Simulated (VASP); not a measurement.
Input of a VASP 6.6.1 run:

The input INCAR:

```
PREC     = Accurate       # precision mode
ENCUT    = 520            # plane-wave cutoff, eV
EDIFF    = 1E-6           # SCF threshold, eV
ISMEAR   = -1             # smearing method
SIGMA    = 0.08           # smearing width, eV
LREAL    = F              # projectors in reciprocal space
LASPH    = T              # aspherical terms in the spheres
NELM     = 100            # most SCF steps
ALGO     = Normal         # electronic algorithm
ISIF     = 2              # what is computed and relaxed
LWAVE    = F              # write WAVECAR
LCHARG   = T              # write CHGCAR
GGA      = PE             # functional
LELF     = T              # ELF
LVHAR    = T            
NBANDS   = 10             # bands
```

File KPOINTS:

```
Automatic mesh
0
Gamma
  15 15 8
```

Contents of POSCAR:

```
Al
1.0
    2.4821185961      0.0000000000      0.0000000000
   -1.2410592981      2.1495777594      0.0000000000
    0.0000000000      0.0000000000      4.0575336826
Al
2
Direct
    0.3333333333      0.6666666667      0.2500000000
    0.6666666667      0.3333333333      0.7500000000
```

Potentials or basis: VASP PAW PBE potentials, release 64 (Al).

The run is started by

```bash
$ cat potpaw_PBE.64/Al/POTCAR > POTCAR
$ mpirun -np 1 vasp_std > vasp.out
```

Problem. What does it give for the band gap on the k mesh?

Solution. Zero (band 3 reaches 18.30 eV, above the bottom of band 4 at 9.49 eV).

Problem. Estimate the pressure.

Solution. 80.5 GPa.
